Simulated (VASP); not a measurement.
Set up this calculation in VASP 6.6.1, as the native input.

```
Task                               : single point
Functional                         : PBE0
Potentials or basis                : VASP PAW PBE potentials, release 64 (Sc_sv)
Cutoff                             : 520 eV
k mesh                             : 5 × 5 × 3
Occupations                        : gaussian, width 0.1 eV
Spin                               : no spin polarisation
Dipole correction                  : no
Grid for exact exchange (PRECFOCK) : Normal
Further INCAR settings             : ALGO = Normal; EDIFF = 1e-06; NBANDS = 18
Share of exact exchange            : 0.25
```

The system is Sc.

```
Sc
1.0
     3.30900    0.00000    0.00000
    -1.65450    2.86568    0.00000
     0.00000    0.00000    5.27330
Sc
2
Cartesian
  1.6545 0.9552 3.9550
  0.0000 1.9105 1.3183
```

These files were run (other wordings do the same):

POSCAR

```
Sc
1.0
    3.3090000000      0.0000000000      0.0000000000
   -1.6545000000      2.8656780611      0.0000000000
    0.0000000000      0.0000000000      5.2733000000
Sc
2
Direct
    0.6666666667      0.3333333333      0.7500000000
    0.3333333333      0.6666666667      0.2500000000
```

INCAR.step1

```
SYSTEM = Sc
PREC = Accurate
ENCUT = 520
EDIFF = 1E-5
ISMEAR = 0
SIGMA = 0.1
LREAL = .FALSE.
LASPH = .TRUE.
NELM = 60
ALGO = Normal
ISIF = 2
LWAVE = .TRUE.
GGA = PE
NBANDS = 18
```

INCAR.step2

```
SYSTEM = Sc
PREC = Accurate
ENCUT = 520
EDIFF = 1E-6
ISMEAR = 0
SIGMA = 0.1
LREAL = .FALSE.
LASPH = .TRUE.
NELM = 60
ALGO = Normal
ISIF = 2
LWAVE = .FALSE.
LCHARG = .TRUE.
GGA = PE
LHFCALC = .TRUE.
AEXX = 0.25
PRECFOCK = Normal
LELF = .TRUE.
LVHAR = .TRUE.
ISTART = 1
NBANDS = 18
```

KPOINTS

```
Automatic mesh
0
G
  5 5 3
  0 0 0
```

Potentials or basis: VASP PAW PBE potentials, release 64 (Sc_sv).

Command:

```sh
$ cat potpaw_PBE.64/Sc_sv/POTCAR > POTCAR
$ cp INCAR.step1 INCAR
$ mpirun -np 1 vasp_std > vasp.out
$ cp INCAR.step2 INCAR
$ mpirun -np 1 vasp_std > vasp.out
```

It gave:

```json
{
  "Pressure": "1.1 GPa",
  "Band gap on the k mesh": "zero (bands 11 and 12 overlap by 2.06 eV)"
}
```

Caveat: the k points lie up to 0.44 Å⁻¹ apart, too coarse for converged energies and pressures of a metal; the PAW data sets were made with another functional, which shifts forces and pressure a little.

Run time: 30 min on 1 thread of Intel(R) Xeon(R) Platinum 8259CL CPU @ 2.50GHz (Skylake/Cascade Lake) (shared host), peak memory 0.18 GiB.
